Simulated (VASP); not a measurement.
# N (P4_2/mnm) in VASP: a series of runs

The runs below take N through single point, with PBEsol.

All numbers are computed with VASP 6.6.1; they aren't measurements. Logs are shortened: lines on timing, memory, paths and dates and some standing lists are left out, and cuts for length are marked.

## 1. The cell of the first run

It takes space group P4_2/mnm (No. 136, tetragonal). The conventional cell has a = 4.138 Å, b = 4.138 Å, c = 5.416 Å, α = 90.00°, β = 90.00°, γ = 90.00°. N (site symmetry m2m) has 1 N at 1.12 Å within 1.5 Å.

## 2. Single point, PBEsol

File INCAR:

```
SYSTEM = N
  PREC = Accurate
  ENCUT = 520
  EDIFF = 1E-6
  ISMEAR = 0
  SIGMA = 0.01
  LREAL = .FALSE.
  LASPH = .TRUE.
  NELM = 60
  ALGO = Normal
  ISIF = 2
  LWAVE = .FALSE.
  LCHARG = .TRUE.
  GGA = PS
  LELF = .TRUE.
  LVHAR = .TRUE.
  NBANDS = 18
```

File KPOINTS:

```
regular mesh
0
G
  6 6 4
  0 0 0
```

File POSCAR:

```
N
1.0
    4.1378037948      0.0000000000      0.0000000000
    0.0000000000      4.1378037948      0.0000000000
    0.0000000000      0.0000000000      5.4162589885
N
4
Direct
    0.9042800000      0.9042800000      0.0000000000
    0.5957200000      0.4042800000      0.5000000000
    0.0957200000      0.0957200000      0.0000000000
    0.4042800000      0.5957200000      0.5000000000
```

Potentials or basis: VASP PAW PBE potentials, release 64 (N).

The run is started by

```
$ cat potpaw_PBE.64/N/POTCAR > POTCAR
$ mpirun -np 1 vasp_std > vasp.out
```

OUTCAR:

```text
SYSTEM = N
   PREC = Accurate
   ENCUT = 520
   EDIFF = 1E-6
   ISMEAR = 0
   LREAL = .FALSE.
   LASPH = .TRUE.
   NELM = 60
   ISIF = 2
   GGA = PS

 ion  position               nearest neighbor table
   1  0.904  0.904  0.000-   3 1.12
   2  0.596  0.404  0.500-   4 1.12
   3  0.096  0.096  0.000-   1 1.12
   4  0.404  0.596  0.500-   2 1.12

  LATTYP: Found a simple tetragonal cell.
 ALAT       =     4.1378037948
 C/A-ratio  =     1.3089695058

  Lattice vectors:

 A1 = (   4.1378037948,   0.0000000000,   0.0000000000)
 A2 = (   0.0000000000,   4.1378037948,   0.0000000000)
 A3 = (   0.0000000000,   0.0000000000,   5.4162589885)

Analysis of symmetry for initial positions (statically):
=====================================================================
 Subroutine PRICEL returns:
 Original cell was already a primitive cell.

 Routine SETGRP: Setting up the symmetry group for a
 simple tetragonal supercell.

 Subroutine GETGRP returns: Found 16 space group operations
 (whereof  8 operations were pure point group operations)
 out of a pool of 16 trial point group operations.

The static configuration has the point symmetry D_2h.
 The point group associated with its full space group is D_4h.

Analysis of symmetry for dynamics (positions and initial velocities):
=====================================================================
 Subroutine PRICEL returns:
 Original cell was already a primitive cell.

 Routine SETGRP: Setting up the symmetry group for a
 simple tetragonal supercell.

 Subroutine GETGRP returns: Found 16 space group operations
 (whereof  8 operations were pure point group operations)
 out of a pool of 16 trial point group operations.

The dynamic configuration has the point symmetry D_2h.
 The point group associated with its full space group is D_4h.

 Subroutine INISYM returns: Found 16 space group operations
 (whereof  8 operations are pure point group operations),
 and found     1 'primitive' translations

----------------------------------------------------------------------------------------

                                     Primitive cell

  volume of cell :      92.7340

  direct lattice vectors                    reciprocal lattice vectors
     4.137803795  0.000000000  0.000000000     0.241674098  0.000000000  0.000000000
     0.000000000  4.137803795  0.000000000     0.000000000  0.241674098  0.000000000
     0.000000000  0.000000000  5.416258989     0.000000000  0.000000000  0.184629280

  length of vectors
     4.137803795  4.137803795  5.416258989     0.241674098  0.241674098  0.184629280

  position of ions in fractional coordinates (direct lattice)
     0.904280000  0.904280000  0.000000000
     0.595720000  0.404280000  0.500000000
     0.095720000  0.095720000  0.000000000
     0.404280000  0.595720000  0.500000000

  ion indices of the primitive-cell ions
   primitive index   ion index
                 1           1
                 2           2
                 3           3
                 4           4

----------------------------------------------------------------------------------------

 KPOINTS: regular mesh

Automatic generation of k-mesh.
 Grid dimensions read from file:
 generate k-points for:    6    6    4

 Generating k-lattice:

  Cartesian coordinates                     Fractional coordinates (reciprocal lattice)
     0.040279016  0.000000000  0.000000000     0.166666667  0.000000000  0.000000000
     0.000000000  0.040279016  0.000000000     0.000000000  0.166666667  0.000000000
     0.000000000  0.000000000  0.046157320     0.000000000  0.000000000  0.250000000

  Length of vectors
     0.040279016  0.040279016  0.046157320

  Shift w.r.t. Gamma in fractional coordinates (k-lattice)
     0.000000000  0.000000000  0.000000000

 Subroutine IBZKPT returns following result:
 ===========================================

 Found     30 irreducible k-points:

 Following reciprocal coordinates:
            Coordinates               Weight
  0.000000  0.000000  0.000000      1.000000
  0.166667  0.000000  0.000000      4.000000
  0.333333  0.000000  0.000000      4.000000
  0.500000  0.000000  0.000000      2.000000
  0.166667  0.166667  0.000000      4.000000
  0.333333  0.166667  0.000000      8.000000
[... 16 lines left out ...]
  0.333333  0.000000  0.500000      4.000000
  0.500000  0.000000  0.500000      2.000000
 [... further k-points ...]
   k-points           NKPTS =     30   k-points in BZ     NKDIM =     30   number of bands    NBANDS=     18
   number of dos      NEDOS =    301   number of ions     NIONS =      4
   total plane-waves  NPLWV =  40960
   dimension x,y,z NGX =    32 NGY =   32 NGZ =   40
   dimension x,y,z NGXF=    64 NGYF=   64 NGZF=   80
   ions per type =               4
   NGX,Y,Z   is equivalent  to a cutoff of  12.86, 12.86, 12.28 a.u.
   NGXF,Y,Z  is equivalent  to a cutoff of  25.71, 25.71, 24.56 a.u.
 SYSTEM =  N
   PREC   = accura    normal or accurate (medium, high low for compatibility)
   ISTART =      0    job   : 0-new  1-cont  2-samecut
   ICHARG =      2    charge: 1-file 2-atom 10-const
   ISPIN  =      1    spin polarized calculation?
   LNONCOLLINEAR =      F non collinear calculations
   LSORBIT =      F    spin-orbit coupling
   LASPH  =      T    aspherical Exc in radial PAW
   ENCUT  =  520.0 eV  38.22 Ry    6.18 a.u.   7.69  7.69 10.07*2*pi/ulx,y,z
   NELM   =     60;   NELMIN=  2; NELMDL= -5     # of ELM steps
   EDIFF  = 0.1E-05   stopping-criterion for ELM
   LREAL  =      F    real-space projection
   EDIFFG = 0.1E-04   stopping-criterion for IOM
   NSW    =      0    number of steps for IOM
   IBRION =     -1    ionic relax: 0-MD 1-quasi-New 2-CG
   NFREE  =      0    steps in history (QN), initial steepest desc. (CG)
   ISIF   =      2    stress and relaxation
   ISYM   =      2    0-nonsym 1-usesym 2-fastsym
   POTIM  = 0.5000    time-step for ionic-motion
   TEBEG  =    0.0;   TEEND  =   0.0 temperature during run
   PSTRESS=    0.0 pullay stress
   NELECT =      20.0000    total number of electrons
   NUPDOWN=      -1.0000    fix difference up-down
   EMIN   =  10.00;   EMAX   =-10.00  energy-range for DOS
   EFERMI =   0.00;   METHOD = LEGACY
   ISMEAR =     0;   SIGMA  =   0.01  broadening in eV -4-tet -1-fermi 0-gaus
   EFERMI_NEDOS =   21; number of points for ismear=-14 and -15
   IALGO  =     38    algorithm
   IMIX   =      4    mixing-type and parameters
     AMIX     =   0.40;   BMIX     =  1.00
     AMIX_MAG =   1.60;   BMIX_MAG =  1.00
  volume/ion in A,a.u.               =      23.18       156.45
  Fermi-wavevector in a.u.,A,eV,Ry     =   0.981759  1.855256 13.113998  0.963852
  Thomas-Fermi vector in A             =   2.112791
   LORBIT       =      0    0 simple, 1 ext, 2 COOP (PROOUT), +10 PAW based schemes
   GGA     = PS    functional components
   LHFCALC =     F    Hartree Fock is set to
   AEXX    =    0.0000 exact exchange contribution
   IVDW    =     0    specifies the selected vdW correction
   LEPSILON=     F    determine dielectric tensor
   LRPA    =     F    only Hartree local field effects (RPA)
 non-spin polarized calculation
 Gauss-broadening in eV      SIGMA  =   0.01
  energy-cutoff  :      520.00
  volume of cell :       92.73
 maximum number of plane-waves:      2532
 NGX is ok and might be reduce to    32
   NGX = 15   NGY = 15   NGZ = 21

 number of electron      20.0000001 magnetization

 Free energy of the ion-electron system (eV)
  ---------------------------------------------------
  ext. energy  EPLUGINS =         0.00000000
  ---------------------------------------------------
  free energy    TOTEN  =       -34.13607980 eV

  energy without entropy =      -34.13607980  energy(sigma->0) =      -34.13607980

 E-fermi :  -6.4510     XC(G=0):  -6.3481

 val. band max:       -6.5125187254   @ k =   0.5000   0.5000   0.5000
 cond. band min:       0.2399311136   @ k =   0.0000   0.0000   0.0000
 fundamental gap:      6.7524498390
 Fermi energy:        -6.4509612569

 k-point     1 :       0.0000    0.0000    0.0000
  band No.  band energies     occupation
      1     -24.6591      2.00000
      2     -24.6017      2.00000
      3      -9.9601      2.00000
      4      -9.9601      2.00000
      5      -8.4415      2.00000
      6      -7.9087      2.00000
[... 10 lines left out ...]
     17       7.3760      0.00000
     18      11.0761      0.00000

 k-point     2 :       0.1667    0.0000    0.0000
  band No.  band energies     occupation
      1     -24.6526      2.00000
      2     -24.6028      2.00000
      3     -10.0165      2.00000
      4     -10.0138      2.00000
      5      -8.3928      2.00000
      6      -8.0286      2.00000
[... 10 lines left out ...]
     17       7.5398      0.00000
     18       9.9166      0.00000

 k-point     3 :       0.3333    0.0000    0.0000
  band No.  band energies     occupation
      1     -24.6366      2.00000
      2     -24.6078      2.00000
      3     -10.1261      2.00000
      4     -10.1225      2.00000
      5      -8.2639      2.00000
      6      -8.1199      2.00000
[... 10 lines left out ...]
     17       8.0296      0.00000
     18       9.1585      0.00000

 k-point     4 :       0.5000    0.0000    0.0000
  band No.  band energies     occupation
      1     -24.6194      2.00000
      2     -24.6194      2.00000
      3     -10.1781      2.00000
      4     -10.1781      2.00000
      5      -8.1052      2.00000
      6      -8.1052      2.00000
[... 10 lines left out ...]
     17       8.8330      0.00000
     18       8.8330      0.00000

 k-point     5 :       0.1667    0.1667    0.0000
  band No.  band energies     occupation
      1     -24.6466      2.00000
      2     -24.6033      2.00000
      3     -10.0737      2.00000
      4     -10.0557      2.00000
      5      -8.3486      2.00000
      6      -8.1008      2.00000
[... 10 lines left out ...]
     17       7.7048      0.00000
     18       9.6488      0.00000

 k-point     6 :       0.3333    0.1667    0.0000
  band No.  band energies     occupation
      1     -24.6319      2.00000
      2     -24.6069      2.00000
      3     -10.1726      2.00000
      4     -10.1560      2.00000
      5      -8.2328      2.00000
      6      -8.1689      2.00000
[... 10 lines left out ...]
     17       8.1967      0.00000
     18       8.7693      0.00000

 k-point     7 :       0.5000    0.1667    0.0000
  band No.  band energies     occupation
      1     -24.6166      2.00000
      2     -24.6166      2.00000
      3     -10.2140      2.00000
      4     -10.2140      2.00000
      5      -8.1518      2.00000
      6      -8.1518      2.00000
[... 10 lines left out ...]
     17       8.7923      0.00000
     18       8.7924      0.00000

 k-point     8 :       0.3333    0.3333    0.0000
  band No.  band energies     occupation
      1     -24.6211      2.00000
      2     -24.6066      2.00000
      3     -10.2543      2.00000
      4     -10.2388      2.00000
      5      -8.2256      2.00000
      6      -8.1649      2.00000
[... 10 lines left out ...]
     17       8.0654      0.00000
     18       8.1997      0.00000
[... 229 lines left out ...]
     17       8.0076      0.00000
     18       8.0076      0.00000

 k-point    20 :       0.5000    0.5000    0.2500
  band No.  band energies     occupation
      1     -24.6083      2.00000
      2     -24.6083      2.00000
      3     -10.3160      2.00000
      4     -10.3160      2.00000
      5      -8.2630      2.00000
      6      -8.2630      2.00000
[... 10 lines left out ...]
     17       7.5242      0.00000
     18       7.5242      0.00000

 k-point    21 :       0.0000    0.0000    0.5000
  band No.  band energies     occupation
      1     -24.6305      2.00000
      2     -24.6305      2.00000
      3      -9.9527      2.00000
      4      -9.9527      2.00000
      5      -8.2765      2.00000
      6      -8.2765      2.00000
[... 10 lines left out ...]
     17       9.8292      0.00000
     18       9.8292      0.00000

 k-point    22 :       0.1667    0.0000    0.5000
  band No.  band energies     occupation
      1     -24.6276      2.00000
      2     -24.6276      2.00000
      3     -10.0151      2.00000
      4     -10.0151      2.00000
      5      -8.2648      2.00000
      6      -8.2648      2.00000
[... 10 lines left out ...]
     17       9.3424      0.00000
     18       9.3424      0.00000

 k-point    23 :       0.3333    0.0000    0.5000
  band No.  band energies     occupation
      1     -24.6220      2.00000
      2     -24.6220      2.00000
      3     -10.1359      2.00000
      4     -10.1359      2.00000
      5      -8.2450      2.00000
      6      -8.2450      2.00000
[... 10 lines left out ...]
     17       8.3439      0.00000
     18       8.3439      0.00000

 k-point    24 :       0.5000    0.0000    0.5000
  band No.  band energies     occupation
      1     -24.6192      2.00000
      2     -24.6192      2.00000
      3     -10.1943      2.00000
      4     -10.1943      2.00000
      5      -8.2366      2.00000
      6      -8.2366      2.00000
[... 10 lines left out ...]
     17       7.8054      0.00000
     18       7.8054      0.00000

 [... further k-points ...]
[... 5 lines left out ...]
  --------------------------------------------------------------------------------------
  -------------------------------------------------------------------------------------
  Total       -1.4536946     -1.4536946      0.0506321     -0.0000000      0.0000000      0.0000000
  in kB      -25.1156566    -25.1156566      0.8747776     -0.0000000      0.0000000      0.0000000
  external PRESSURE =     -16.4521785 kB  Pullay stress =       0.0000000 kB

 VOLUME and BASIS-vectors are now :
 -----------------------------------------------------------------------------
  energy-cutoff  :      520.00
  volume of cell :       92.73
      direct lattice vectors                 reciprocal lattice vectors
     4.137803795  0.000000000  0.000000000     0.241674098  0.000000000  0.000000000
     0.000000000  4.137803795  0.000000000     0.000000000  0.241674098  0.000000000
     0.000000000  0.000000000  5.416258989     0.000000000  0.000000000  0.184629280

 POSITION                                       TOTAL-FORCE (eV/Angst)
 -----------------------------------------------------------------------------------
      3.74173      3.74173      0.00000         0.931451      0.931451      0.000000
      2.46497      1.67283      2.70813        -0.931451      0.931451      0.000000
      0.39607      0.39607      0.00000        -0.931451     -0.931451     -0.000000
      1.67283      2.46497      2.70813         0.931451     -0.931451      0.000000
 -----------------------------------------------------------------------------------
    total drift:                                0.000000     -0.000000     -0.000000

  FREE ENERGIE OF THE ION-ELECTRON SYSTEM (eV)
  ---------------------------------------------------
  free  energy   TOTEN  =       -34.1360797977 eV

  energy  without entropy=      -34.1360797977  energy(sigma->0) =      -34.13607980
```

Wall time 18 s (1 thread of Intel Xeon Platinum 8559C (Emerald Rapids), shared host); peak memory 0.19 GiB.

Results:

* Free energy: -34.1361 eV
* Pressure: -1.6 GPa
* Largest force: 1.317 eV/Å
* Band gap on the k mesh: 6.75 eV, indirect (least direct gap 6.94 eV)

Forces in eV/Å, atoms in the order of the input:
```
N    0.931  0.931  0.000
N   -0.931  0.931  0.000
N   -0.931 -0.931  0.000
N    0.931 -0.931  0.000
```

Caveat: the standard files for N, O and F lose accuracy on very short bonds; the PAW data sets were made with another functional, which shifts forces and pressure a little.

## 3. Single point, PBEsol

This run uses another cell than the first one, of 23.85 Å³/atom, 1.029 times its volume.

File INCAR:

```
PREC = Accurate
ENCUT = 520
EDIFF = 1E-7
ISMEAR = 0
SIGMA = 0.01
LREAL = False
LASPH = True
NELM = 80
ALGO = Normal
ISIF = 2
LWAVE = False
LCHARG = False
GGA = PS
NBANDS = 18
```

File KPOINTS:

```
Automatic mesh
0
Gamma
  6 6 4
```

File POSCAR:

```
N
1.0
    4.1772138219      0.0000000000      0.0000000000
    0.0000000000      4.1772138219      0.0000000000
    0.0000000000      0.0000000000      5.4678455122
N
4
Direct
    0.9042800000      0.9042800000      0.0000000000
    0.5957200000      0.4042800000      0.5000000000
    0.0957200000      0.0957200000      0.0000000000
    0.4042800000      0.5957200000      0.5000000000
```

Potentials or basis: VASP PAW PBE potentials, release 64 (N).

The run is started by

```
$ cat potpaw_PBE.64/N/POTCAR > POTCAR
$ mpirun -np 1 vasp_std > vasp.out
```

Wall time 21 s (1 thread of Intel Xeon Platinum 8559C (Emerald Rapids), shared host); peak memory 0.19 GiB.

The run converged. Its results:

```yaml
Free_energy: -34.0960 eV
Pressure: -3.5 GPa
Largest_force: 2.775 eV/Å
Band_gap_on_the_k_mesh: 6.69 eV, indirect (least direct gap 6.87 eV)
```

Forces in eV/Å, atoms in the order of the input:
```
N    1.962  1.962  0.000
N   -1.962  1.962  0.000
N   -1.962 -1.962  0.000
N    1.962 -1.962  0.000
```

Stress tensor (GPa, compression positive):
```
-5.25  0.00  0.00
 0.00 -5.25  0.00
 0.00  0.00  0.06
```

Levels at points of the mesh, in eV from the valence-band top:
| k point | band 8 | band 9 | band 10 | band 11 | band 12 | band 13 |
| --- | --- | --- | --- | --- | --- | --- |
| (0.00, 0.00, 0.00) | -1.23 | -0.87 | -0.18 | 6.69 | 7.45 | 7.78 |
| (0.50, 0.00, 0.00) | -1.49 | -0.20 | -0.20 | 7.60 | 7.60 | 7.60 |
| (0.50, 0.50, 0.00) | -1.45 | -0.03 | -0.03 | 7.41 | 7.41 | 8.25 |
| (0.00, 0.00, 0.50) | -1.32 | -0.38 | -0.38 | 7.05 | 7.05 | 7.77 |
| (0.50, 0.00, 0.50) | -1.31 | -0.25 | -0.25 | 7.29 | 7.29 | 7.86 |
| (0.50, 0.50, 0.50) | -1.48 | 0.00 | 0.00 | 7.43 | 7.43 | 8.25 |

Caveat: the standard files for N, O and F lose accuracy on very short bonds; the PAW data sets were made with another functional, which shifts forces and pressure a little.
